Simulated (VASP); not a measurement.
The system is K2S.

```xyz
3
Lattice="0.0000 3.8119 3.8119 3.8119 0.0000 3.8119 3.8119 3.8119 0.0000" Properties=species:S:1:pos:R:3 pbc="T T T"
K     1.9060    1.9060    1.9060
K     5.7179    5.7179    5.7179
S     0.0000    0.0000    0.0000
```

This cell differs from its parent crystal: strain +3.0%.

Base run:

* Program: VASP 6.6.1
* Functional: PBE
* Potentials or basis: VASP PAW PBE potentials, release 64 (K_sv, S)
* Cutoff: 500 eV
* k mesh: 6 × 6 × 6
* Occupations: fermi-dirac, width 0.02 eV
* Spin: no spin polarisation

Its results: band gap on the k mesh 2.16 eV (least direct gap 2.29 eV); pressure -1.0 GPa.

Q: The run is repeated on the same cell with these changes: functional from PBE to r2SCAN; cutoff from 500 eV to 550 eV; occupations from fermi-dirac, width 0.02 eV to gaussian, width 0.01 eV. What comes out?

A: Band gap on the k mesh 2.54 eV (least direct gap 2.67 eV); pressure -1.4 GPa.

Caveats: the PAW data sets were made with another functional, which shifts forces and pressure a little (at least some runs).

A k mesh can miss the band edges.
